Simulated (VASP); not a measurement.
# Al4FeCo3 (P4/mmm) in VASP: further runs, part 2 of 2

VASP 6.6.1. Earlier steps stand in the parts before.

### 3 Relaxation of shape and atoms at fixed volume, PBE (volume scaled by 0.91)

INCAR

```
ALGO = Fast
EDIFF = 1E-7
EDIFFG = -0.01
ENCUT = 600
GGA = PE
IBRION = 2
ISIF = 4
ISMEAR = 0
LASPH = T
LCHARG = F
LREAL = F
LWAVE = F
NELM = 100
NSW = 50
PREC = Accurate
SIGMA = 0.1
```

KPOINTS

```
k-points
0
Gamma
  10 10 8
```

POSCAR

```
Al4FeCo3
1.0
    3.9114028628      0.0000000000      0.0000000000
    0.0000000000      3.9114028628      0.0000000000
    0.0000000000      0.0000000000      5.5340441579
Al Fe Co
4 1 3
Direct
    0.0000000000      0.5000000000      0.7474159994
    0.0000000000      0.5000000000      0.2525840006
    0.5000000000      0.0000000000      0.7474159994
    0.5000000000      0.0000000000      0.2525840006
    0.0000000000      0.0000000000      0.5000000000
    0.0000000000      0.0000000000      0.0000000000
    0.5000000000      0.5000000000      0.0000000000
    0.5000000000      0.5000000000      0.5000000000
```

Potentials or basis: VASP PAW PBE potentials, release 64 (Al, Fe, Co).

Launch:

```console
> cat potpaw_PBE.64/Al/POTCAR potpaw_PBE.64/Fe/POTCAR potpaw_PBE.64/Co/POTCAR > POTCAR
> mpirun -np 1 vasp_std > vasp.out
```

OUTCAR:

```text
EDIFF = 1E-7
   EDIFFG = -0.01
   ENCUT = 600
   GGA = PE
   IBRION = 2
   ISIF = 4
   ISMEAR = 0
   LASPH = T
   LREAL = F
   NELM = 100
   NSW = 50
   PREC = Accurate

 ion  position               nearest neighbor table
   1  0.000  0.500  0.747-   5 2.39   8 2.39   5 2.39   8 2.39   7 2.40   6 2.40   7 2.40   6 2.40
                             2 2.74   3 2.77   3 2.77   3 2.77   3 2.77   2 2.80
   2  0.000  0.500  0.253-   5 2.39   8 2.39   5 2.39   8 2.39   7 2.40   6 2.40   7 2.40   6 2.40
                             1 2.74   4 2.77   4 2.77   4 2.77   4 2.77   1 2.80
   3  0.500  0.000  0.747-   5 2.39   8 2.39   8 2.39   5 2.39   7 2.40   7 2.40   6 2.40   6 2.40
                             4 2.74   1 2.77   1 2.77   1 2.77   1 2.77   4 2.80
   4  0.500  0.000  0.253-   5 2.39   8 2.39   8 2.39   5 2.39   7 2.40   7 2.40   6 2.40   6 2.40
                             3 2.74   2 2.77   2 2.77   2 2.77   2 2.77   3 2.80
   5  0.000  0.000  0.500-   1 2.39   2 2.39   3 2.39   4 2.39   1 2.39   2 2.39   3 2.39   4 2.39
                             8 2.77   8 2.77   8 2.77   8 2.77   6 2.77   6 2.77
   6  0.000  0.000  0.000-   1 2.40   2 2.40   3 2.40   4 2.40   1 2.40   2 2.40   3 2.40   4 2.40
                             7 2.77   7 2.77   7 2.77   7 2.77   5 2.77   5 2.77
   7  0.500  0.500  0.000-   1 2.40   2 2.40   3 2.40   4 2.40   3 2.40   4 2.40   1 2.40   2 2.40
                             6 2.77   6 2.77   6 2.77   6 2.77   8 2.77   8 2.77
[... 266 lines left out ...]
      4       5.6259      2.00000
      5       6.9392      2.00000
      6       6.9392      2.00000
[... 733 lines left out ...]
     27      13.5690      0.00000
     28      14.4680      0.00000

 [... further k-points ...]
[... 5 lines left out ...]
  --------------------------------------------------------------------------------------
  -------------------------------------------------------------------------------------
  Total       10.8976940     10.8976940     10.8950540      0.0000000     -0.0000000     -0.0000000
  in kB      206.2231771    206.2231771    206.1732181      0.0000000     -0.0000000     -0.0000000
  external PRESSURE =     206.2065241 kB  Pullay stress =       0.0000000 kB

 VOLUME and BASIS-vectors are now :
 -----------------------------------------------------------------------------
  energy-cutoff  :      600.00
  volume of cell :       84.67
      direct lattice vectors                 reciprocal lattice vectors
     3.911416344  0.000000000 -0.000000000     0.255661866 -0.000000000 -0.000000000
     0.000000000  3.911416344 -0.000000000    -0.000000000  0.255661866 -0.000000000
     0.000000000  0.000000000  5.534006010     0.000000000  0.000000000  0.180700924

 POSITION                                       TOTAL-FORCE (eV/Angst)
 -----------------------------------------------------------------------------------
      3.91142      1.95571      4.13754        -0.000000     -0.000000     -0.000172
      3.91142      1.95571      1.39647         0.000000      0.000000      0.000172
      1.95571      3.91142      4.13754        -0.000000     -0.000000     -0.000172
      1.95571      3.91142      1.39647         0.000000      0.000000      0.000172
      3.91142      3.91142      2.76700        -0.000000     -0.000000      0.000000
      3.91142      3.91142     -0.00000        -0.000000     -0.000000      0.000000
      1.95571      1.95571     -0.00000        -0.000000     -0.000000      0.000000
      1.95571      1.95571      2.76700         0.000000      0.000000      0.000000
 -----------------------------------------------------------------------------------
    total drift:                                0.000000     -0.000000     -0.000000

  FREE ENERGIE OF THE ION-ELECTRON SYSTEM (eV)
  ---------------------------------------------------
  free  energy   TOTEN  =       -48.2513093578 eV

  energy  without entropy=      -48.2389790981  energy(sigma->0) =      -48.24514423

 reached required accuracy - stopping structural energy minimisation
```

OSZICAR:

```text
N       E                     dE             d eps       ncg     rms          rms(c)
DAV:   1     0.339810686570E+03    0.33981E+03   -0.21342E+04  5880   0.206E+03
DAV:   2    -0.240829308091E+02   -0.36389E+03   -0.35472E+03  5880   0.420E+02
[... 23 lines left out ...]
RMM:   2    -0.482517234319E+02   -0.40250E-03   -0.12720E-03  5885   0.388E-01    0.220E-01
RMM:   3    -0.482513158798E+02    0.40755E-03   -0.54905E-04  5880   0.315E-01    0.255E-02
RMM:   4    -0.482513098319E+02    0.60479E-05   -0.42659E-05  5980   0.655E-02    0.172E-02
RMM:   5    -0.482513093718E+02    0.46005E-06   -0.22007E-05  6275   0.406E-02    0.797E-03
RMM:   6    -0.482513096973E+02   -0.32547E-06   -0.65505E-06  6093   0.272E-02    0.727E-03
RMM:   7    -0.482513093656E+02    0.33174E-06   -0.20886E-06  5976   0.147E-02    0.332E-03
RMM:   8    -0.482513093578E+02    0.77252E-08   -0.57004E-07  4991   0.774E-03
   2 F= -.48251309E+02 E0= -.48245144E+02  d E =-.746554E-04
```

CONTCAR:

```text
Al4FeCo3
   1.00000000000000
     3.9114163440509828    0.0000000000000000   -0.0000000000000000
     0.0000000000000000    3.9114163440509828   -0.0000000000000000
     0.0000000000000000    0.0000000000000000    5.5340060102301480
  Al              Fe              Co
     4     1     3
Direct
     1.0000000000000000    0.5000000000000000    0.7476572649969768
     1.0000000000000000    0.5000000000000000    0.2523427350030232
     0.5000000000000000    1.0000000000000000    0.7476572649969768
     0.5000000000000000    1.0000000000000000    0.2523427350030232
     1.0000000000000000    1.0000000000000000    0.5000000000000000
     1.0000000000000000    1.0000000000000000    0.0000000000000000
     0.5000000000000000    0.5000000000000000    0.0000000000000000
     0.5000000000000000    0.5000000000000000    0.5000000000000000

  0.00000000E+00  0.00000000E+00  0.00000000E+00
  0.00000000E+00  0.00000000E+00  0.00000000E+00
  0.00000000E+00  0.00000000E+00  0.00000000E+00
  0.00000000E+00  0.00000000E+00  0.00000000E+00
  0.00000000E+00  0.00000000E+00  0.00000000E+00
  0.00000000E+00  0.00000000E+00  0.00000000E+00
  0.00000000E+00  0.00000000E+00  0.00000000E+00
  0.00000000E+00  0.00000000E+00  0.00000000E+00
```

It took 4 min on 1 thread of AMD EPYC 9R45 (Zen 5), shared host; peak memory 0.41 GiB.

What came out:

```
Free energy               : -48.2513 eV
Energy gained by relaxing : 0.0 meV/atom
Ionic steps               : 2
Pressure after relaxing   : 20.6 GPa
```

Final structure:
```xyz
8
Lattice="3.9114 0.0000 0.0000 0.0000 3.9114 0.0000 0.0000 0.0000 5.5340" Properties=species:S:1:pos:R:3 pbc="T T T"
Al    3.9114    1.9557    4.1375
Al    3.9114    1.9557    1.3965
Al    1.9557    3.9114    4.1375
Al    1.9557    3.9114    1.3965
Fe    3.9114    3.9114    2.7670
Co    3.9114    3.9114    0.0000
Co    1.9557    1.9557    0.0000
Co    1.9557    1.9557    2.7670
```

 Spin polarisation is off, so any magnetic state and its effect on volume and gap are missing.
